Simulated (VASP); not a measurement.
# Zn (R-3m) in VASP: further runs

The runs below take Zn through single point, with PBE.

Everything below comes from runs of VASP 6.6.1. Logs are shortened: lines on timing, memory, paths and dates and some standing lists are left out, and cuts for length are marked.

## 1. The cell of the first run

The structure is trigonal, space group R-3m (No. 166). The conventional cell has a = 2.206 Å, b = 2.206 Å, c = 11.946 Å, α = 90.00°, β = 90.00°, γ = 120.00°. Zn (site symmetry -3m) has 6 Zn at 2.21 Å within 2.9 Å.

## 2. Single point, PBE (16.78 Å³/atom)

INCAR reads:

```
SYSTEM = Zn
  PREC = Accurate
  ENCUT = 520
  EDIFF = 1E-7
  ISMEAR = 0
  SIGMA = 0.15
  LREAL = .FALSE.
  LASPH = .TRUE.
  NELM = 60
  ALGO = Fast
  ISIF = 2
  LWAVE = .FALSE.
  LCHARG = .FALSE.
  GGA = PE
  NBANDS = 12
```

KPOINTS reads:

```
Automatic mesh
0
G
  22 22 22
  0 0 0
```

POSCAR reads:

```
Zn
1.0
    1.2592310506      2.8188434492      2.8188434492
    2.8188434492      1.2592310506      2.8188434492
    2.8188434492      2.8188434492      1.2592310506
Zn
1
Direct
    0.0000000000      0.0000000000      0.0000000000
```

Potentials or basis: VASP PAW PBE potentials, release 64 (Zn).

On the command line:

```
$ cat potpaw_PBE.64/Zn/POTCAR > POTCAR
$ mpirun -np 1 vasp_std > vasp.out
```

OUTCAR:

```text
SYSTEM = Zn
   PREC = Accurate
   ENCUT = 520
   EDIFF = 1E-7
   ISMEAR = 0
   LREAL = .FALSE.
   LASPH = .TRUE.
   NELM = 60
   ISIF = 2
   GGA = PE

 ion  position               nearest neighbor table
   1  0.000  0.000  0.000-

  LATTYP: Found a trigonal (rhomboedric) cell.
 ALAT       =     4.1806003900
 COS(alpha) =     0.8608266617

  Lattice vectors:

 A1 = (   1.2592310506,   2.8188434492,   2.8188434492)
 A2 = (   2.8188434492,   1.2592310506,   2.8188434492)
 A3 = (   2.8188434492,   2.8188434492,   1.2592310506)

Analysis of symmetry for initial positions (statically):
=====================================================================
 Subroutine PRICEL returns:
 Original cell was already a primitive cell.

 Routine SETGRP: Setting up the symmetry group for a
 trigonal (rhombohedral) supercell.

 Subroutine GETGRP returns: Found 12 space group operations
 (whereof 12 operations were pure point group operations)
 out of a pool of 12 trial point group operations.

The static configuration has the point symmetry D_3d.

Analysis of symmetry for dynamics (positions and initial velocities):
=====================================================================
 Subroutine PRICEL returns:
 Original cell was already a primitive cell.

 Routine SETGRP: Setting up the symmetry group for a
 trigonal (rhombohedral) supercell.

 Subroutine GETGRP returns: Found 12 space group operations
 (whereof 12 operations were pure point group operations)
 out of a pool of 12 trial point group operations.

The dynamic configuration has the point symmetry D_3d.

 Subroutine INISYM returns: Found 12 space group operations
 (whereof 12 operations are pure point group operations),
 and found     1 'primitive' translations

----------------------------------------------------------------------------------------

                                     Primitive cell

  volume of cell :      16.7760

  direct lattice vectors                    reciprocal lattice vectors
     1.259231051  2.818843449  2.818843449    -0.379125867  0.262059084  0.262059084
     2.818843449  1.259231051  2.818843449     0.262059084 -0.379125867  0.262059084
     2.818843449  2.818843449  1.259231051     0.262059084  0.262059084 -0.379125867

  length of vectors
     4.180600390  4.180600390  4.180600390     0.530175773  0.530175773  0.530175773

  position of ions in fractional coordinates (direct lattice)
     0.000000000  0.000000000  0.000000000

  ion indices of the primitive-cell ions
   primitive index   ion index
                 1           1

----------------------------------------------------------------------------------------

 KPOINTS: Automatic mesh

Automatic generation of k-mesh.
 Grid dimensions read from file:
 generate k-points for:   22   22   22

 Generating k-lattice:

  Cartesian coordinates                     Fractional coordinates (reciprocal lattice)
    -0.017232994  0.011911777  0.011911777     0.045454545  0.000000000  0.000000000
     0.011911777 -0.017232994  0.011911777     0.000000000  0.045454545  0.000000000
     0.011911777  0.011911777 -0.017232994     0.000000000  0.000000000  0.045454545

  Length of vectors
     0.024098899  0.024098899  0.024098899

  Shift w.r.t. Gamma in fractional coordinates (k-lattice)
     0.000000000  0.000000000  0.000000000

 Subroutine IBZKPT returns following result:
 ===========================================

 Found   1024 irreducible k-points:

 Following reciprocal coordinates:
            Coordinates               Weight
  0.000000  0.000000  0.000000      1.000000
  0.045455 -0.000000 -0.000000      6.000000
  0.090909 -0.000000 -0.000000      6.000000
  0.136364 -0.000000 -0.000000      6.000000
  0.181818  0.000000 -0.000000      6.000000
  0.227273  0.000000  0.000000      6.000000
[... 16 lines left out ...]
  0.500000  0.045455  0.000000     12.000000
 -0.454545  0.045455  0.000000     12.000000
 [... further k-points ...]
   k-points           NKPTS =   1024   k-points in BZ     NKDIM =   1024   number of bands    NBANDS=     12
   number of dos      NEDOS =    301   number of ions     NIONS =      1
   total plane-waves  NPLWV =  32768
   dimension x,y,z NGX =    32 NGY =   32 NGZ =   32
   dimension x,y,z NGXF=    64 NGYF=   64 NGZF=   64
   ions per type =               1
   NGX,Y,Z   is equivalent  to a cutoff of  12.73, 12.73, 12.73 a.u.
   NGXF,Y,Z  is equivalent  to a cutoff of  25.45, 25.45, 25.45 a.u.
 SYSTEM =  Zn
   PREC   = accura    normal or accurate (medium, high low for compatibility)
   ISTART =      0    job   : 0-new  1-cont  2-samecut
   ICHARG =      2    charge: 1-file 2-atom 10-const
   ISPIN  =      1    spin polarized calculation?
   LNONCOLLINEAR =      F non collinear calculations
   LSORBIT =      F    spin-orbit coupling
   LASPH  =      T    aspherical Exc in radial PAW
   ENCUT  =  520.0 eV  38.22 Ry    6.18 a.u.   7.77  7.77  7.77*2*pi/ulx,y,z
   NELM   =     60;   NELMIN=  2; NELMDL= -5     # of ELM steps
   EDIFF  = 0.1E-06   stopping-criterion for ELM
   LREAL  =      F    real-space projection
   EDIFFG = 0.1E-05   stopping-criterion for IOM
   NSW    =      0    number of steps for IOM
   IBRION =     -1    ionic relax: 0-MD 1-quasi-New 2-CG
   NFREE  =      0    steps in history (QN), initial steepest desc. (CG)
   ISIF   =      2    stress and relaxation
   ISYM   =      2    0-nonsym 1-usesym 2-fastsym
   POTIM  = 0.5000    time-step for ionic-motion
   TEBEG  =    0.0;   TEEND  =   0.0 temperature during run
   PSTRESS=    0.0 pullay stress
   NELECT =      12.0000    total number of electrons
   NUPDOWN=      -1.0000    fix difference up-down
   EMIN   =  10.00;   EMAX   =-10.00  energy-range for DOS
   EFERMI =   0.00;   METHOD = LEGACY
   ISMEAR =     0;   SIGMA  =   0.15  broadening in eV -4-tet -1-fermi 0-gaus
   EFERMI_NEDOS =   21; number of points for ismear=-14 and -15
   IALGO  =     68    algorithm
   IMIX   =      4    mixing-type and parameters
     AMIX     =   0.40;   BMIX     =  1.00
     AMIX_MAG =   1.60;   BMIX_MAG =  1.00
  volume/ion in A,a.u.               =      16.78       113.21
  Fermi-wavevector in a.u.,A,eV,Ry     =   1.464106  2.766759 29.165525  2.143606
  Thomas-Fermi vector in A             =   2.580121
   LORBIT       =      0    0 simple, 1 ext, 2 COOP (PROOUT), +10 PAW based schemes
   GGA     = PE    functional components
   LHFCALC =     F    Hartree Fock is set to
   AEXX    =    0.0000 exact exchange contribution
   IVDW    =     0    specifies the selected vdW correction
   LEPSILON=     F    determine dielectric tensor
   LRPA    =     F    only Hartree local field effects (RPA)
 non-spin polarized calculation
 RMM-DIIS sequential band-by-band and
 Gauss-broadening in eV      SIGMA  =   0.15
  energy-cutoff  :      520.00
  volume of cell :       16.78
 maximum number of plane-waves:       470
   NGX = 15   NGY = 15   NGZ = 15

 number of electron      12.0000008 magnetization

 Free energy of the ion-electron system (eV)
  ---------------------------------------------------
  ext. energy  EPLUGINS =         0.00000000
  ---------------------------------------------------
  free energy    TOTEN  =         0.02180865 eV

  energy without entropy =        0.02659747  energy(sigma->0) =        0.02420306

 E-fermi :   2.0662     XC(G=0): -10.4079

 val. band max:        2.0618003165   @ k =   0.2273   0.0909   0.0909
 cond. band min:       2.0705403043   @ k =  -0.2273   0.3182   0.0455
 fundamental gap:      0.0087399878
 Fermi energy:         2.0662070558

 k-point     1 :       0.0000    0.0000    0.0000
  band No.  band energies     occupation
      1      -9.4568      2.00000
      2      -6.4388      2.00000
      3      -6.4388      2.00000
      4      -6.1065      2.00000
      5      -5.1123      2.00000
      6      -5.1123      2.00000
      7       1.8397      1.96727
      8       6.7909      0.00000
      9      30.0072      0.00000
     10      31.2028      0.00000
     11      33.4445      0.00000
     12      34.6028      0.00000

 k-point     2 :       0.0455   -0.0000   -0.0000
  band No.  band energies     occupation
      1      -9.3688      2.00000
      2      -6.4620      2.00000
      3      -6.4032      2.00000
      4      -6.0763      2.00000
      5      -5.1699      2.00000
      6      -5.1190      2.00000
      7       1.9602      1.68250
      8       6.8751      0.00000
      9      29.2800      0.00000
     10      31.1671      0.00000
     11      32.7852      0.00000
     12      33.1658      0.00000

 k-point     3 :       0.0909   -0.0000   -0.0000
  band No.  band energies     occupation
      1      -9.1123      2.00000
      2      -6.5250      2.00000
      3      -6.2987      2.00000
      4      -5.9850      2.00000
      5      -5.3291      2.00000
      6      -5.1384      2.00000
      7       2.3071      0.02312
      8       7.1299      0.00000
      9      27.1844      0.00000
     10      30.9800      0.00000
     11      31.3869      0.00000
     12      31.7773      0.00000
[... 286 lines left out ...]
 k-point    23 :       0.5000    0.0455    0.0000
  band No.  band energies     occupation
      1      -8.1701      2.00000
      2      -6.9580      2.00000
      3      -5.4622      2.00000
      4      -5.3974      2.00000
      5      -4.6027      2.00000
      6       0.8955      2.00000
      7       6.0836      0.00000
      8      10.2767      0.00000
      9      14.0079      0.00000
     10      17.1573      0.00000
     11      19.9612      0.00000
     12      21.8677      0.00000

 k-point    24 :      -0.4545    0.0455    0.0000
  band No.  band energies     occupation
      1      -8.1702      2.00000
      2      -6.9572      2.00000
      3      -5.4622      2.00000
      4      -5.3981      2.00000
      5      -4.6029      2.00000
      6       0.8710      2.00000
      7       6.1138      0.00000
      8      10.5399      0.00000
      9      13.7468      0.00000
     10      16.6504      0.00000
     11      20.4335      0.00000
     12      21.9227      0.00000

 [... further k-points ...]

------------------------ aborting loop because EDIFF is reached ----------------------------------------

  FORCE on cell =-STRESS in cart. coord.  units (eV):
  Direction    XX          YY          ZZ          XY          YZ          ZX
  --------------------------------------------------------------------------------------
  -------------------------------------------------------------------------------------
  Total        4.8725063      4.8725063      4.8725063     -2.5641755     -2.5641755     -2.5641755
  in kB      465.3444853    465.3444853    465.3444853   -244.8893576   -244.8893576   -244.8893576
  external PRESSURE =     465.3444853 kB  Pullay stress =       0.0000000 kB

 VOLUME and BASIS-vectors are now :
 -----------------------------------------------------------------------------
  energy-cutoff  :      520.00
  volume of cell :       16.78
      direct lattice vectors                 reciprocal lattice vectors
     1.259231051  2.818843449  2.818843449    -0.379125867  0.262059084  0.262059084
     2.818843449  1.259231051  2.818843449     0.262059084 -0.379125867  0.262059084
     2.818843449  2.818843449  1.259231051     0.262059084  0.262059084 -0.379125867

 POSITION                                       TOTAL-FORCE (eV/Angst)
 -----------------------------------------------------------------------------------
      0.00000      0.00000      0.00000         0.000000     -0.000000      0.000000
 -----------------------------------------------------------------------------------
    total drift:                                0.000000      0.000000      0.000000

  FREE ENERGIE OF THE ION-ELECTRON SYSTEM (eV)
  ---------------------------------------------------
  free  energy   TOTEN  =         0.0218086507 eV

  energy  without entropy=        0.0265974671  energy(sigma->0) =        0.02420306
```

It took 4.3 min on 1 thread of Intel Xeon Platinum 8488C (Sapphire Rapids), shared host; peak memory 0.34 GiB.

What came out:

- Free energy: 0.0218 eV
- Pressure: 46.5 GPa
- Band gap on the k mesh: zero (bands 6 and 7 overlap by 7.49 eV)

Caveat: the cell stands under pressure.

## 3. Single point, PBE (16.78 Å³/atom)

INCAR reads:

```
ALGO = Fast
EDIFF = 1E-6
ENCUT = 520
GGA = PE
ISIF = 2
ISMEAR = 0
LASPH = True
LCHARG = False
LREAL = False
LWAVE = False
NBANDS = 12
NELM = 100
PREC = Accurate
SIGMA = 0.15
```

KPOINTS reads:

```
k-points
0
Gamma
  22 22 22
```

POSCAR reads:

```
Zn
1.0
   -0.9664856864      1.6804533854      1.6804533854
    1.6804533854     -0.9664856864      1.6804533854
    1.6804533854      1.6804533854     -0.9664856864
Zn
1
Direct
    0.0000000000      0.0000000000      0.0000000000
```

Potentials or basis: VASP PAW PBE potentials, release 64 (Zn).

On the command line:

```
$ cat potpaw_PBE.64/Zn/POTCAR > POTCAR
$ mpirun -np 1 vasp_std > vasp.out
```

It took 73 s on 1 thread of Intel Xeon Platinum 8488C (Sapphire Rapids), shared host; peak memory 0.29 GiB.

Results (log left out):

- Free energy: -0.8719 eV
- Pressure: 4.6 GPa
- Band gap on the k mesh: zero (bands 6 and 7 overlap by 7.98 eV)

Stress tensor (GPa, compression positive):
```
 4.60 -0.98 -0.98
-0.98  4.60 -0.98
-0.98 -0.98  4.60
```

Levels at points of the mesh, in eV from the Fermi level:
```tsv
k point	band 4	band 5	band 6	band 7	band 8	band 9
(0.00, 0.00, 0.00)	-6.81	-6.79	-6.79	12.85	13.10	13.10
(0.50, 0.00, 0.00)	-7.14	-6.76	-3.05	-2.78	17.02	17.16
(0.50, 0.50, 0.00)	-7.07	-6.48	0.73	2.20	2.84	6.60
(0.50, 0.50, 0.50)	-6.47	-6.47	5.20	5.20	6.94	9.86
```

Caveat: the cell stands under pressure.
